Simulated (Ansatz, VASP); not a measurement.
**In9P7 in VASP and in Ansatz**

```xyz
16
Lattice="0.0000 5.9598 -5.9598 5.9598 5.9598 0.0000 5.9598 0.0000 -5.9598" Properties=species:S:1:pos:R:3 pbc="T T T"
In    2.9028    6.0369   -2.9028
In   -0.0063    2.9862   -2.9862
In    2.9862    8.9460   -5.9535
In   -0.0063    5.9535   -5.9535
In    6.0369    6.0369   -6.0369
In    2.9028    2.9028   -6.0369
In    6.0369    8.8625   -8.8625
In    2.9862    5.9535   -8.9460
In    4.4698    4.4698   -4.4698
P     7.4497    7.4497   -4.4562
P     4.4562    7.4497   -7.4497
P     7.4497   10.4432   -7.4497
P     7.4497    4.4562   -7.4497
P    10.4432    7.4497   -7.4497
P     7.4497    7.4497  -10.4432
P    10.4296   10.4296  -10.4296
```

Alike in both runs: functional PBE; k mesh 4 × 4 × 4; occupations gaussian, width 0.02 eV; no spin polarisation.

Ansatz relaxed the structure, and its values are those at the end. VASP's run is a single point on that final structure, the one shown.

|  | VASP | Ansatz |
| --- | --- | --- |
| version | VASP 6.6.1 | Ansatz 0.2.0 |
| potentials or method | VASP PAW PBE potentials, release 64 (In_d, P), cutoff 520 eV | scalar-relativistic, plane waves, PAW |
| valence electrons in the cell | 152 | 152 |

```tsv
	VASP	Ansatz	Ansatz less VASP
gap on the k mesh at the Fermi level (eV)	none	none	-
rms of the force components (eV/Å)	0.004	0.001	-0.0026
```

A gap of «none» marks a metal or a gap that the smearing closes.
